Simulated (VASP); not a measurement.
A run of VASP 6.6.1 is set up as follows.

INCAR

```
SYSTEM = LaTe
PREC = Accurate ; ENCUT = 520
EDIFF = 1E-7 ; ISMEAR = -1
SIGMA = 0.08 ; LREAL = .FALSE.
LASPH = .TRUE. ; NELM = 60
ALGO = Normal ; ISIF = 2
LWAVE = .FALSE. ; LCHARG = .FALSE.
NBANDS = 16
```

Contents of KPOINTS:

```
regular mesh
0
G
  10 10 10
  0 0 0
```

Contents of POSCAR:

```
LaTe
1.0
    0.0000000000      3.1454509951      3.1454509951
    3.1454509951      0.0000000000      3.1454509951
    3.1454509951      3.1454509951      0.0000000000
La Te
1 1
Direct
    0.0000000000      0.0000000000      0.0000000000
    0.5000000000      0.5000000000      0.5000000000
```

Potentials or basis: VASP PAW LDA potentials, release 64 (La, Te).

Run with:

```bash
$ cat potpaw_LDA.64/La/POTCAR potpaw_LDA.64/Te/POTCAR > POTCAR
$ mpirun -np 1 vasp_std > vasp.out
```

Question: What does it give for the pressure?

Answer: 1.9 GPa.
